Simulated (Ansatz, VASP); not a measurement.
Two plane-wave programs on TiAl

```
Ti Al
1.0
     3.04054    0.00000    0.00000
     0.00000    3.15638    0.00000
     0.00000    0.00000    3.15638
Ti Al
1 1
Direct
  0.00000 0.00000 0.00000
  0.50000 0.50000 0.50000
```

Change from the starting cell: normal strain along x -0.0367, normal strain along y +0.0000.

Alike in both runs: task single point; functional PBEsol; k mesh 14 × 14 × 14; occupations gaussian, width 0.15 eV; no spin polarisation.

```csv
,VASP,Ansatz
version,VASP 6.6.1,Ansatz 0.2.0
potentials or method,"VASP PAW PBE potentials, release 64 (Ti_sv, Al), cutoff 520 eV","scalar-relativistic, plane waves, PAW"
valence electrons in the cell,15,15
```

VASP gave:

| Item | Value |
| --- | --- |
| gap on the k mesh at the Fermi level (eV) | none |
| pressure (GPa) | 4.9 |
| traceless stress, the component that is largest in VASP (GPa) | -0.76 |

Estimate Ansatz's values.

gap on the k mesh at the Fermi level (eV): none; pressure (GPa): 4.8; traceless stress, the component that is largest in VASP (GPa): -0.76.

VASP's potentials were made for PBE, not for PBEsol. A gap of «none» marks a metal or a gap that the smearing closes.
